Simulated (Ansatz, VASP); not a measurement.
# As2Pt in VASP and in Ansatz

POSCAR

```
As2Pt
1.0
    6.0688824321      0.0000000000      0.0000000000
    0.0000000000      6.0688824321      0.0000000000
    0.0000000000      0.0000000000      6.0688824321
As Pt
8 4
Direct
    0.3840512993      0.3840512993      0.3840512993
    0.1159487007      0.6159487007      0.8840512993
    0.8840512993      0.1159487007      0.6159487007
    0.6159487007      0.8840512993      0.1159487007
    0.6159487007      0.6159487007      0.6159487007
    0.8840512993      0.3840512993      0.1159487007
    0.1159487007      0.8840512993      0.3840512993
    0.3840512993      0.1159487007      0.8840512993
    0.0000000000      0.0000000000      0.0000000000
    0.5000000000      0.0000000000      0.5000000000
    0.5000000000      0.5000000000      0.0000000000
    0.0000000000      0.5000000000      0.5000000000
```

File INCAR.step1:

```
ALGO = Normal
EDIFF = 1E-5
ENCUT = 550
GGA = PE
GGA_COMPAT = False
ISMEAR = 0
LASPH = True
LCHARG = False
LREAL = False
LWAVE = True
NBANDS = 52
NELM = 120
PREC = Accurate
SIGMA = 0.01
```

File INCAR.step2:

```
ALGO = Normal
EDIFF = 1E-6
ENCUT = 550
GGA_COMPAT = False
ISIF = 2
ISMEAR = 0
ISTART = 1
LASPH = True
LCHARG = False
LMIXTAU = True
LREAL = False
LWAVE = False
METAGGA = R2SCAN
NBANDS = 52
NELM = 120
PREC = Accurate
SIGMA = 0.01
```

KPOINTS

```
k-points
0
Gamma
  4 4 4
```

Input for Ansatz:

```yaml
crystal:
  lattice:
    - [6.0688824321, 0.0, 0.0]
    - [0.0, 6.0688824321, 0.0]
    - [0.0, 0.0, 6.0688824321]
  atoms:
    - { symbol: As, position: [0.3840512993, 0.3840512993, 0.3840512993] }
    - { symbol: As, position: [0.1159487007, 0.6159487007, 0.8840512993] }
    - { symbol: As, position: [0.8840512993, 0.1159487007, 0.6159487007] }
    - { symbol: As, position: [0.6159487007, 0.8840512993, 0.1159487007] }
    - { symbol: As, position: [0.6159487007, 0.6159487007, 0.6159487007] }
    - { symbol: As, position: [0.8840512993, 0.3840512993, 0.1159487007] }
    - { symbol: As, position: [0.1159487007, 0.8840512993, 0.3840512993] }
    - { symbol: As, position: [0.3840512993, 0.1159487007, 0.8840512993] }
    - { symbol: Pt, position: [0.0, 0.0, 0.0] }
    - { symbol: Pt, position: [0.5, 0.0, 0.5] }
    - { symbol: Pt, position: [0.5, 0.5, 0.0] }
    - { symbol: Pt, position: [0.0, 0.5, 0.5] }
kpoints:
  mp_grid: { grid: [4, 4, 4] }
hamiltonian:
  xc: r2scan
scf:
  occupations: { method: fixed }
  n_extra_bands: 7
output:
  forces: true
  stress: true
  eigenvalues: true
```

Alike in both runs: task single point; functional r2SCAN; k mesh 4 × 4 × 4; no spin polarisation.

|  | VASP | Ansatz |
| --- | --- | --- |
| version | VASP 6.6.1 | Ansatz 0.2.0 |
| potentials or method | VASP PAW PBE potentials, release 64 (As, Pt) | plane waves, PAW |
| plane-wave cutoff (eV) | 550 | 500 |
| occupations | gaussian, width 0.01 eV | fixed |
| valence electrons in the cell | 80 | 192 |

Ansatz gave:

```
gap on the k mesh at the Fermi level (eV) : 0.53
pressure (GPa)                            : -4.2
rms of the force components (eV/Å)        : 0.021
```

**Question.** What did VASP give for the same quantities?

**Answer.** gap on the k mesh at the Fermi level (eV): 0.52; pressure (GPa): -4.3; rms of the force components (eV/Å): 0.016.

VASP's potentials were made for PBE, not for r2SCAN. Atom by atom the forces differ by 0.005 eV/Å (rms over components). VASP's potentials hold 80 valence electrons a cell and Ansatz's 192, so a difference there can come from the potentials and not from the codes.

Neither program's run includes spin-orbit coupling.
